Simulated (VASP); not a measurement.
# K (Im-3m) in VASP: a series of runs

The runs below take K through single point, relaxation of cell and atoms, with PBE+D3(BJ).

All numbers are computed with VASP 6.6.1; they aren't measurements. Logs are shortened: lines on timing, memory, paths and dates and some standing lists are left out, and cuts for length are marked.

## 1. The cell of the first run

Symmetry: Im-3m, No. 229, cubic system. Conventional cell: a = 5.153 Å, b = 5.153 Å, c = 5.153 Å, α = 90.00°, β = 90.00°, γ = 90.00°. Within 5.9 Å of K (site symmetry m-3m) lie 14 K at 4.46 to 5.15 Å.

## 2. Single point, PBE+D3(BJ)

INCAR

```
  ALGO = Normal
  EDIFF = 1E-6
  ENCUT = 520
  GGA = PE
  ISIF = 2
  ISMEAR = 0
  IVDW = 12
  LASPH = T
  LCHARG = T
  LELF = T
  LREAL = F
  LVHAR = T
  LWAVE = F
  NBANDS = 10
  NELM = 80
  PREC = Accurate
  SIGMA = 0.1
```

KPOINTS

```
k-points
0
Gamma
  12 12 12
```

POSCAR

```
K
1.0
   -2.5764284060      2.5764284060      2.5764284060
    2.5764284060     -2.5764284060      2.5764284060
    2.5764284060      2.5764284060     -2.5764284060
K
1
Direct
    0.0000000000      0.0000000000      0.0000000000
```

Potentials or basis: VASP PAW PBE potentials, release 64 (K_sv).

Command:

```bash
$ cat potpaw_PBE.64/K_sv/POTCAR > POTCAR
$ mpirun -np 1 vasp_std > vasp.out
```

OUTCAR:

```text
EDIFF = 1E-6
   ENCUT = 520
   GGA = PE
   ISIF = 2
   ISMEAR = 0
   IVDW = 12
   LASPH = T
   LREAL = F
   NELM = 80
   PREC = Accurate
 IVDW          = 12

 ion  position               nearest neighbor table
   1  0.000  0.000  0.000-

  LATTYP: Found a body centered cubic cell.
 ALAT       =     5.1528568120

  Lattice vectors:

 A1 = (  -2.5764284060,   2.5764284060,   2.5764284060)
 A2 = (   2.5764284060,  -2.5764284060,   2.5764284060)
 A3 = (   2.5764284060,   2.5764284060,  -2.5764284060)

Analysis of symmetry for initial positions (statically):
=====================================================================
 Subroutine PRICEL returns:
 Original cell was already a primitive cell.

 Routine SETGRP: Setting up the symmetry group for a
 body centered cubic supercell.

 Subroutine GETGRP returns: Found 48 space group operations
 (whereof 48 operations were pure point group operations)
 out of a pool of 48 trial point group operations.

The static configuration has the point symmetry O_h .

Analysis of symmetry for dynamics (positions and initial velocities):
=====================================================================
 Subroutine PRICEL returns:
 Original cell was already a primitive cell.

 Routine SETGRP: Setting up the symmetry group for a
 body centered cubic supercell.

 Subroutine GETGRP returns: Found 48 space group operations
 (whereof 48 operations were pure point group operations)
 out of a pool of 48 trial point group operations.

The dynamic configuration has the point symmetry O_h .

 Subroutine INISYM returns: Found 48 space group operations
 (whereof 48 operations are pure point group operations),
 and found     1 'primitive' translations

----------------------------------------------------------------------------------------

                                     Primitive cell

  volume of cell :      68.4092

  direct lattice vectors                    reciprocal lattice vectors
    -2.576428406  2.576428406  2.576428406     0.000000000  0.194067104  0.194067104
     2.576428406 -2.576428406  2.576428406     0.194067104  0.000000000  0.194067104
     2.576428406  2.576428406 -2.576428406     0.194067104  0.194067104  0.000000000

  length of vectors
     4.462504901  4.462504901  4.462504901     0.274452331  0.274452331  0.274452331

  position of ions in fractional coordinates (direct lattice)
     0.000000000  0.000000000  0.000000000

  ion indices of the primitive-cell ions
   primitive index   ion index
                 1           1

----------------------------------------------------------------------------------------

 KPOINTS: k-points

Automatic generation of k-mesh.
 Grid dimensions read from file:
 generate k-points for:   12   12   12

 Generating k-lattice:

  Cartesian coordinates                     Fractional coordinates (reciprocal lattice)
     0.000000000  0.016172259  0.016172259     0.083333333  0.000000000  0.000000000
     0.016172259  0.000000000  0.016172259     0.000000000  0.083333333  0.000000000
     0.016172259  0.016172259  0.000000000     0.000000000  0.000000000  0.083333333

  Length of vectors
     0.022871028  0.022871028  0.022871028

  Shift w.r.t. Gamma in fractional coordinates (k-lattice)
     0.000000000  0.000000000  0.000000000

 Subroutine IBZKPT returns following result:
 ===========================================

 Found     72 irreducible k-points:

 Following reciprocal coordinates:
            Coordinates               Weight
  0.000000  0.000000  0.000000      1.000000
  0.083333  0.000000  0.000000     12.000000
  0.166667  0.000000  0.000000     12.000000
  0.250000  0.000000  0.000000     12.000000
  0.333333  0.000000  0.000000     12.000000
  0.416667  0.000000  0.000000     12.000000
[... 16 lines left out ...]
  0.333333  0.083333  0.083333     24.000000
  0.416667  0.083333  0.083333     12.000000
 [... further k-points ...]
   k-points           NKPTS =     72   k-points in BZ     NKDIM =     72   number of bands    NBANDS=     10
   number of dos      NEDOS =    301   number of ions     NIONS =      1
   total plane-waves  NPLWV =  46656
   dimension x,y,z NGX =    36 NGY =   36 NGZ =   36
   dimension x,y,z NGXF=    72 NGYF=   72 NGZF=   72
   ions per type =               1
   NGX,Y,Z   is equivalent  to a cutoff of  13.41, 13.41, 13.41 a.u.
   NGXF,Y,Z  is equivalent  to a cutoff of  26.82, 26.82, 26.82 a.u.
 SYSTEM =  unknown system
   PREC   = accura    normal or accurate (medium, high low for compatibility)
   ISTART =      0    job   : 0-new  1-cont  2-samecut
   ICHARG =      2    charge: 1-file 2-atom 10-const
   ISPIN  =      1    spin polarized calculation?
   LNONCOLLINEAR =      F non collinear calculations
   LSORBIT =      F    spin-orbit coupling
   LASPH  =      T    aspherical Exc in radial PAW
   ENCUT  =  520.0 eV  38.22 Ry    6.18 a.u.   8.30  8.30  8.30*2*pi/ulx,y,z
   NELM   =     80;   NELMIN=  2; NELMDL= -5     # of ELM steps
   EDIFF  = 0.1E-05   stopping-criterion for ELM
   LREAL  =      F    real-space projection
   EDIFFG = 0.1E-04   stopping-criterion for IOM
   NSW    =      0    number of steps for IOM
   IBRION =     -1    ionic relax: 0-MD 1-quasi-New 2-CG
   NFREE  =      0    steps in history (QN), initial steepest desc. (CG)
   ISIF   =      2    stress and relaxation
   ISYM   =      2    0-nonsym 1-usesym 2-fastsym
   POTIM  = 0.5000    time-step for ionic-motion
   TEBEG  =    0.0;   TEEND  =   0.0 temperature during run
   PSTRESS=    0.0 pullay stress
   NELECT =       9.0000    total number of electrons
   NUPDOWN=      -1.0000    fix difference up-down
   EMIN   =  10.00;   EMAX   =-10.00  energy-range for DOS
   EFERMI =   0.00;   METHOD = LEGACY
   ISMEAR =     0;   SIGMA  =   0.10  broadening in eV -4-tet -1-fermi 0-gaus
   EFERMI_NEDOS =   21; number of points for ismear=-14 and -15
   IALGO  =     38    algorithm
   IMIX   =      4    mixing-type and parameters
     AMIX     =   0.40;   BMIX     =  1.00
     AMIX_MAG =   1.60;   BMIX_MAG =  1.00
  volume/ion in A,a.u.               =      68.41       461.65
  Fermi-wavevector in a.u.,A,eV,Ry     =   0.832628  1.573438  9.432499  0.693269
  Thomas-Fermi vector in A             =   1.945716
   LORBIT       =      0    0 simple, 1 ext, 2 COOP (PROOUT), +10 PAW based schemes
   GGA     = PE    functional components
   LHFCALC =     F    Hartree Fock is set to
   AEXX    =    0.0000 exact exchange contribution
   IVDW    =    12    specifies the selected vdW correction
   LEPSILON=     F    determine dielectric tensor
   LRPA    =     F    only Hartree local field effects (RPA)
 non-spin polarized calculation
 Gauss-broadening in eV      SIGMA  =   0.10
  energy-cutoff  :      520.00
  volume of cell :       68.41
 maximum number of plane-waves:      1878
 NGX is ok and might be reduce to    36
   NGX = 17   NGY = 17   NGZ = 17

 number of electron       8.9999998 magnetization

 Free energy of the ion-electron system (eV)
  ---------------------------------------------------
  ext. energy  EPLUGINS =         0.00000000
  ---------------------------------------------------
  free energy    TOTEN  =        -1.04331427 eV

  energy without entropy =       -1.03851192  energy(sigma->0) =       -1.04091310

 E-fermi :   0.0337     XC(G=0):  -5.8290

 val. band max:        0.0134790964   @ k =   0.2500   0.2500   0.0000
 cond. band min:       0.0804382616   @ k =   0.3333   0.1667   0.0000
 fundamental gap:      0.0669591653
 Fermi energy:         0.0336851368

 k-point     1 :       0.0000    0.0000    0.0000
  band No.  band energies     occupation
      1     -32.0460      2.00000
      2     -15.4897      2.00000
      3     -15.4897      2.00000
      4     -15.4897      2.00000
      5      -2.2152      2.00000
      6       4.4098      0.00000
      7       4.4098      0.00000
      8       4.4098      0.00000
      9       5.3649      0.00000
     10       5.3649      0.00000

 k-point     2 :       0.0833    0.0000    0.0000
  band No.  band energies     occupation
      1     -32.0456      2.00000
      2     -15.4956      2.00000
      3     -15.4916      2.00000
      4     -15.4897      2.00000
      5      -2.1235      2.00000
      6       4.2791      0.00000
      7       4.2920      0.00000
      8       4.4852      0.00000
      9       5.2014      0.00000
     10       5.3424      0.00000

 k-point     3 :       0.1667    0.0000    0.0000
  band No.  band energies     occupation
      1     -32.0446      2.00000
      2     -15.5118      2.00000
      3     -15.4969      2.00000
      4     -15.4897      2.00000
      5      -1.8529      2.00000
      6       3.7696      0.00000
      7       4.0162      0.00000
      8       4.7091      0.00000
      9       5.1100      0.00000
     10       5.3088      0.00000

 k-point     4 :       0.2500    0.0000    0.0000
  band No.  band energies     occupation
      1     -32.0431      2.00000
      2     -15.5337      2.00000
      3     -15.5042      2.00000
      4     -15.4897      2.00000
      5      -1.4171      2.00000
      6       3.0320      0.00000
      7       3.7099      0.00000
      8       5.0750      0.00000
      9       5.1845      0.00000
     10       5.3269      0.00000
[... 222 lines left out ...]
 k-point    22 :       0.2500    0.0833    0.0833
  band No.  band energies     occupation
      1     -32.0414      2.00000
      2     -15.5562      2.00000
      3     -15.5114      2.00000
      4     -15.4948      2.00000
      5      -0.6748      2.00000
      6       2.2869      0.00000
      7       3.0481      0.00000
      8       5.1720      0.00000
      9       5.5294      0.00000
     10       5.6412      0.00000

 k-point    23 :       0.3333    0.0833    0.0833
  band No.  band energies     occupation
      1     -32.0405      2.00000
      2     -15.5669      2.00000
      3     -15.5191      2.00000
      4     -15.4951      2.00000
      5       0.0060      1.30443
      6       1.5403      0.00000
      7       2.8973      0.00000
      8       4.9817      0.00000
      9       5.8193      0.00000
     10       5.8224      0.00000

 k-point    24 :       0.4167    0.0833    0.0833
  band No.  band energies     occupation
      1     -32.0401      2.00000
      2     -15.5707      2.00000
      3     -15.5220      2.00000
      4     -15.4952      2.00000
      5       0.6716      0.00000
      6       0.8558      0.00000
      7       2.8465      0.00000
      8       4.8708      0.00000
      9       5.9355      0.00000
     10       5.9711      0.00000

 [... further k-points ...]

------------------------ aborting loop because EDIFF is reached ----------------------------------------

 Edisp (eV)   -0.12213

 E8    (eV) :    -0.0658

  FORCE on cell =-STRESS in cart. coord.  units (eV):
  Direction    XX          YY          ZZ          XY          YZ          ZX
  --------------------------------------------------------------------------------------
  -------------------------------------------------------------------------------------
  Total       0.00693     0.00693     0.00693     0.00000     0.00000    -0.00000
  in kB       0.16229     0.16229     0.16229     0.00000     0.00000    -0.00000
  external pressure =        0.16 kB  Pullay stress =        0.00 kB

 VOLUME and BASIS-vectors are now :
 -----------------------------------------------------------------------------
  energy-cutoff  :      520.00
  volume of cell :       68.41
      direct lattice vectors                 reciprocal lattice vectors
    -2.576428406  2.576428406  2.576428406     0.000000000  0.194067104  0.194067104
     2.576428406 -2.576428406  2.576428406     0.194067104  0.000000000  0.194067104
     2.576428406  2.576428406 -2.576428406     0.194067104  0.194067104  0.000000000

 POSITION                                       TOTAL-FORCE (eV/Angst)
 -----------------------------------------------------------------------------------
      0.00000      0.00000      0.00000        -0.000000     -0.000000      0.000000
 -----------------------------------------------------------------------------------
    total drift:                               -0.000000      0.000000      0.000000

  FREE ENERGIE OF THE ION-ELECTRON SYSTEM (eV)
  ---------------------------------------------------
  free  energy   TOTEN  =        -1.1654477443 eV

  energy  without entropy=       -1.1606453877  energy(sigma->0) =       -1.16304657
```

Run time: 27 s. Hardware: 1 thread of Intel Xeon Platinum 8375C at 2.90GHz (Ice Lake), shared host; peak memory 0.22 GiB.

Results:

```yaml
Free_energy: -1.1654 eV
Pressure: 0.0 GPa
Band_gap_on_the_k_mesh: zero (an odd number of electrons rules out a gap without spin polarisation)
Dispersion_energy_per_atom: -0.122 eV
```

Levels at points of the mesh, in eV from the Fermi level:
| k point | band 2 | band 3 | band 4 | band 5 | band 6 | band 7 |
| --- | --- | --- | --- | --- | --- | --- |
| (0.00, 0.00, 0.00) | -15.52 | -15.52 | -15.52 | -2.25 | 4.38 | 4.38 |
| (0.50, 0.00, 0.00) | -15.61 | -15.55 | -15.52 | 0.45 | 0.74 | 3.20 |
| (0.50, 0.50, 0.50) | -15.59 | -15.59 | -15.59 | 1.64 | 1.64 | 3.69 |

## 3. Relaxation of cell and atoms, PBE+D3(BJ)

This run uses another cell than the first one, of 73.68 Å³/atom.

INCAR

```
PREC = Accurate
ENCUT = 600
EDIFF = 1E-6
ISMEAR = 0
SIGMA = 0.1
LREAL = F
LASPH = T
NELM = 60
ALGO = Normal
ISIF = 3
LWAVE = F
LCHARG = F
GGA = PE
IVDW = 12
IBRION = 2
NSW = 70
EDIFFG = -0.005
```

KPOINTS

```
regular mesh
0
Gamma
  12 12 12
```

POSCAR

```
K
1.0
   -2.6409252679      2.6409252679      2.6409252679
    2.6409252679     -2.6409252679      2.6409252679
    2.6409252679      2.6409252679     -2.6409252679
K
1
Direct
    0.0000000000      0.0000000000      0.0000000000
```

Potentials or basis: VASP PAW PBE potentials, release 64 (K_sv).

Command:

```bash
$ cat potpaw_PBE.64/K_sv/POTCAR > POTCAR
$ mpirun -np 1 vasp_std > vasp.out
```

Wall time 2.3 min (1 thread of Intel Xeon Platinum 8375C at 2.90GHz (Ice Lake), shared host); peak memory 0.28 GiB.

The run converged. Its results:

```yaml
Free_energy: -1.1657 eV
Relaxed_volume: 68.93 Å³/atom
Relaxed_cell: a = 4.474 Å, b = 4.474 Å, c = 4.474 Å, α = 109.47°, β = 109.47°, γ = 109.47°
Space_group_after_relaxing_to_0.1_Å: Im-3m (No. 229)
Energy_gained_by_relaxing: 3.9 meV/atom
Ionic_steps: 5
Pressure_after_relaxing: 0.0 GPa
Band_gap_on_the_k_mesh: zero (an odd number of electrons rules out a gap without spin polarisation)
Dispersion_energy_per_atom: -0.121 eV
```

The path:
| step | energy change (eV) | largest force (eV/Å) | pressure (GPa) | volume (Å³) |
| --- | --- | --- | --- | --- |
| 1 | 0.0000 | 0.0000 | -0.25 | 73.68 |
| 2 | -0.0017 | 0.0000 | -0.19 | 72.47 |
| 3 | -0.0035 | 0.0000 | -0.09 | 70.47 |
| 4 | -0.0029 | 0.0000 | 0.14 | 66.58 |
| 5 | -0.0039 | 0.0000 | -0.01 | 68.93 |

Final structure:
```
K
1.0
    -2.58294    2.58294    2.58294
     2.58294   -2.58294    2.58294
     2.58294    2.58294   -2.58294
K
1
Direct
  0.00000 0.00000 0.00000
```

Levels at points of the mesh, in eV from the Fermi level:
| k point | band 2 | band 3 | band 4 | band 5 | band 6 | band 7 |
| --- | --- | --- | --- | --- | --- | --- |
| (0.00, 0.00, 0.00) | -15.53 | -15.53 | -15.53 | -2.24 | 4.37 | 4.37 |
| (0.50, 0.00, 0.00) | -15.61 | -15.56 | -15.53 | 0.45 | 0.74 | 3.20 |
| (0.50, 0.50, 0.50) | -15.59 | -15.59 | -15.59 | 1.65 | 1.65 | 3.67 |

The gap in the log of VASP goes by the Fermi energy; the results here count the filled bands.